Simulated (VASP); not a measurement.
# Sn in VASP: notebook, part 2 of 2

VASP 6.6.1. Earlier steps stand in the parts before.

### 4 Single point, PBEsol-based screened hybrid with 25 % exact exchange

The input, POSCAR:

```
Sn
1.0
    0.0000000000      3.2333428000      3.2333428000
    3.2333428000      0.0000000000      3.2333428000
    3.2333428000      3.2333428000      0.0000000000
Sn
2
Direct
    0.7500000000      0.7500000000      0.7500000000
    0.5000000000      0.5000000000      0.5000000000
```

The input, INCAR.step1:

```
SYSTEM = Sn
PREC = Accurate ; ENCUT = 520
EDIFF = 1E-5 ; ISMEAR = -1
SIGMA = 0.05 ; LREAL = .FALSE.
LASPH = .TRUE. ; NELM = 100
ALGO = Normal ; ISIF = 2
LWAVE = .TRUE. ; NBANDS = 21
GGA = PE
```

The input, INCAR.step2:

```
SYSTEM = Sn
PREC = Accurate ; ENCUT = 520
EDIFF = 1E-6 ; ISMEAR = -1
SIGMA = 0.05 ; LREAL = .FALSE.
LASPH = .TRUE. ; NELM = 100
ALGO = Normal ; ISIF = 2
LWAVE = .FALSE. ; LCHARG = .TRUE.
GGA = PS ; LHFCALC = .TRUE.
AEXX = 0.25 ; HFSCREEN = 0.207
PRECFOCK = Normal ; LELF = .TRUE.
LVHAR = .TRUE. ; NBANDS = 21
ISTART = 1
```

The input, KPOINTS:

```
Automatic mesh
0
G
  4 4 4
  0 0 0
```

Potentials or basis: VASP PAW PBE potentials, release 64 (Sn_d).

Run with:

```
> cat potpaw_PBE.64/Sn_d/POTCAR > POTCAR
> cp INCAR.step1 INCAR
> mpirun -np 1 vasp_std > vasp.out
> cp INCAR.step2 INCAR
> mpirun -np 1 vasp_std > vasp.out
```

OUTCAR:

```text
SYSTEM = Sn
   PREC = Accurate
   ENCUT = 520
   EDIFF = 1E-6
   ISMEAR = -1
   LREAL = .FALSE.
   LASPH = .TRUE.
   NELM = 100
   ISIF = 2
   GGA = PS
   LHFCALC = .TRUE.
   AEXX = 0.25
   HFSCREEN = 0.207
   PRECFOCK = Normal
   ISTART = 1

 ion  position               nearest neighbor table
   1  0.750  0.750  0.750-   2 2.80   2 2.80   2 2.80   2 2.80
   2  0.500  0.500  0.500-   1 2.80   1 2.80   1 2.80   1 2.80

  LATTYP: Found a face centered cubic cell.
[... 373 lines left out ...]

------------------------ aborting loop because EDIFF is reached ----------------------------------------

  FORCE on cell =-STRESS in cart. coord.  units (eV):
  Direction    XX          YY          ZZ          XY          YZ          ZX
  --------------------------------------------------------------------------------------
  -------------------------------------------------------------------------------------
  Total        0.3694291      0.3694291      0.3694291     -0.0000000     -0.0000000     -0.0000000
  in kB        8.7550055      8.7550055      8.7550055     -0.0000000     -0.0000000     -0.0000000
  external PRESSURE =       8.7550055 kB  Pullay stress =       0.0000000 kB

 VOLUME and BASIS-vectors are now :
 -----------------------------------------------------------------------------
  energy-cutoff  :      520.00
  volume of cell :       67.61
      direct lattice vectors                 reciprocal lattice vectors
     0.000000000  3.233342800  3.233342800    -0.154638723  0.154638723  0.154638723
     3.233342800  0.000000000  3.233342800     0.154638723 -0.154638723  0.154638723
     3.233342800  3.233342800  0.000000000     0.154638723  0.154638723 -0.154638723

 POSITION                                       TOTAL-FORCE (eV/Angst)
 -----------------------------------------------------------------------------------
      4.85001      4.85001      4.85001        -0.000000     -0.000000     -0.000000
      3.23334      3.23334      3.23334         0.000000      0.000000      0.000000
 -----------------------------------------------------------------------------------
    total drift:                                0.000004      0.000001      0.000001

  FREE ENERGIE OF THE ION-ELECTRON SYSTEM (eV)
  ---------------------------------------------------
  free  energy   TOTEN  =        -9.3931130009 eV

  energy  without entropy=       -9.3898052018  energy(sigma->0) =       -9.39145910
```

OUTCAR.step1:

```text
SYSTEM = Sn
   PREC = Accurate
   ENCUT = 520
   EDIFF = 1E-5
   ISMEAR = -1
   LREAL = .FALSE.
[... 397 lines left out ...]
      4.85001      4.85001      4.85001        -0.000000     -0.000000     -0.000000
      3.23334      3.23334      3.23334         0.000000      0.000000      0.000000
 -----------------------------------------------------------------------------------
    total drift:                                0.000000      0.000000      0.000000

  FREE ENERGIE OF THE ION-ELECTRON SYSTEM (eV)
  ---------------------------------------------------
  free  energy   TOTEN  =        -7.4316126747 eV

  energy  without entropy=       -7.4255122036  energy(sigma->0) =       -7.42856244
```

OSZICAR.step1:

```text
N       E                     dE             d eps       ncg     rms          rms(c)
DAV:   1     0.231678149476E+03    0.23168E+03   -0.15115E+04   349   0.194E+03
DAV:   2     0.178894914083E+02   -0.21379E+03   -0.20966E+03   336   0.454E+02
DAV:   3    -0.664882376505E+01   -0.24538E+02   -0.24313E+02   381   0.140E+02
DAV:   4    -0.747299844926E+01   -0.82417E+00   -0.82371E+00   386   0.287E+01
DAV:   5    -0.749983281999E+01   -0.26834E-01   -0.26833E-01   492   0.508E+00    0.333E+00
DAV:   6    -0.745089309121E+01    0.48940E-01   -0.31780E-02   437   0.196E+00    0.195E+00
DAV:   7    -0.742867548383E+01    0.22218E-01   -0.51610E-02   361   0.224E+00    0.168E-01
DAV:   8    -0.743120120086E+01   -0.25257E-02   -0.66498E-03   386   0.869E-01    0.484E-02
DAV:   9    -0.743155925902E+01   -0.35806E-03   -0.40886E-04   392   0.166E-01    0.153E-02
DAV:  10    -0.743160778490E+01   -0.48526E-04   -0.66079E-05   322   0.601E-02    0.557E-03
DAV:  11    -0.743161267469E+01   -0.48898E-05   -0.97181E-06   309   0.348E-02
   1 F= -.74316127E+01 E0= -.74285624E+01  d E =-.610047E-02
```

Run time: 32 min. Hardware: 1 thread of Oxide Virtual Turin-like, shared host; peak memory 0.28 GiB.

What came out:

```yaml
Free_energy: -9.3931 eV
Pressure: 0.9 GPa
Band_gap_on_the_k_mesh: zero (filled and empty bands touch)
```

Caveat: the k points lie up to 0.42 Å⁻¹ apart; the PAW data sets were made with another functional, which shifts forces and pressure a little; spin-orbit coupling is left out, which moves the levels of the heavy elements.

### 5 Summary

```tsv
task	level	cell	k mesh	smearing	grid for exact exchange (PRECFOCK)	share of exact exchange	screening parameter	gap on the mesh (eV)	pressure (GPa)
relaxation of the atoms	BLYP	atoms relaxed, atomic positions A	6 × 6 × 6, shifted	methfessel-paxton 0.01 eV	-	-	-	-	6.4
single point	r2SCANh	as given, atomic positions B	4 × 4 × 4	fermi-dirac 0.05 eV	Normal	0.1	-	none	2.2
single point	PBEsol-based screened hybrid with 25 % exact exchange	as given, atomic positions B	4 × 4 × 4	fermi-dirac 0.05 eV	Normal	0.25	0.207 1/Å	none	0.9
```

Alike in all rows: potentials or basis VASP PAW PBE potentials, release 64 (Sn_d); no spin polarisation; cutoff (eV) 520.

Caveats: some runs use coarse meshes; the PAW data sets were made with another functional, which shifts forces and pressure a little; spin-orbit coupling is left out, which moves the levels of the heavy elements.

Total energies depend on the potentials used, so only differences within one code and one set of settings carry meaning.
